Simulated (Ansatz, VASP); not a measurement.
**One calculation of Al2O3, two programs**

```
Al O
1.0
     2.84148    0.00000    0.00000
    -1.42074    2.46080    0.00000
     0.00000    0.00000    7.23080
Al O
2 3
Direct
  0.00000 0.00000 0.19074
  0.00000 0.00000 0.80926
  0.33333 0.66667 0.29780
  0.66667 0.33333 0.00000
  0.33333 0.66667 0.70220
```

Alike in both runs: task single point; functional PBE; dispersion D3(BJ); k mesh 9 × 9 × 4; occupations gaussian, width 0.05 eV; no spin polarisation.

|  | VASP | Ansatz |
| --- | --- | --- |
| version | VASP 6.6.1 | Ansatz 0.2.0 |
| potentials or method | VASP PAW PBE potentials, release 64 (Al, O), cutoff 520 eV | scalar-relativistic, plane waves, PAW |
| valence electrons in the cell | 24 | 24 |

Ansatz gave:

```
gap on the k mesh at the Fermi level (eV)                     : 4.28
least direct gap on the mesh (eV)                             : 4.36
pressure (GPa)                                                : -2.0
traceless stress, the component that is largest in VASP (GPa) : -2.91
rms of the force components (eV/Å)                            : 0.785
```

Question: Estimate VASP's values.

Answer: gap on the k mesh at the Fermi level (eV): 4.25; least direct gap on the mesh (eV): 4.32; pressure (GPa): -1.9; traceless stress, the component that is largest in VASP (GPa): -3.21; rms of the force components (eV/Å): 0.799.

Atom by atom the forces differ by 0.014 eV/Å (rms over components).
